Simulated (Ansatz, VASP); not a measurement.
One calculation of InP, two programs

Contents of INCAR:

```
  PREC = Accurate
  ENCUT = 520
  EDIFF = 1E-6
  ISMEAR = 0
  SIGMA = 0.05
  LREAL = False
  LASPH = True
  NELM = 100
  ALGO = Normal
  ISIF = 2
  LWAVE = False
  LCHARG = False
  GGA = PE
  NBANDS = 16
```

The input KPOINTS:

```
Automatic mesh
0
Gamma
  6 6 6
```

Contents of POSCAR:

```
InP
1.0
    0.0000000000      2.9402683333      2.9305000000
    2.9402683333      0.0000000000      2.9305000000
    2.9402683333      2.9402683333      0.0000000000
In P
1 1
Direct
    0.0000000000      0.0000000000      0.0000000000
    0.2500000000      0.2500000000      0.2500000000
```

Input for Ansatz:

```yaml
crystal:
  lattice:
    - [0.0, 2.9402683333333335, 2.9305]
    - [2.9402683333333335, 0.0, 2.9305]
    - [2.9402683333333335, 2.9402683333333335, 0.0]
  atoms:
    - { symbol: In, position: [0.0, 0.0, 0.0] }
    - { symbol: P, position: [0.25, 0.25, 0.25] }
basis:
  ecutwfc: 520.0
kpoints:
  mp_grid:
    grid: [6, 6, 6]
hamiltonian:
  xc: pbe
  pseudopotentials:
    kind: paw
scf:
  occupations:
    method: gaussian
    width: 0.05
output:
  stress: true
```

Alike in both runs: task single point; functional PBE; k mesh 6 × 6 × 6; occupations gaussian, width 0.05 eV; no spin polarisation.

|  | VASP | Ansatz |
| --- | --- | --- |
| version | VASP 6.6.1 | Ansatz 0.2.0 |
| potentials or method | VASP PAW PBE potentials, release 64 (In_d, P), cutoff 520 eV | plane waves, PAW |
| valence electrons in the cell | 18 | 18 |

|  | VASP | Ansatz | Ansatz less VASP |
| --- | --- | --- | --- |
| pressure (GPa) | 2.8 | 2.8 | +0.05 |
| traceless stress, the component that is largest in VASP (GPa) | 0.09 | 0.09 | 0.000 |
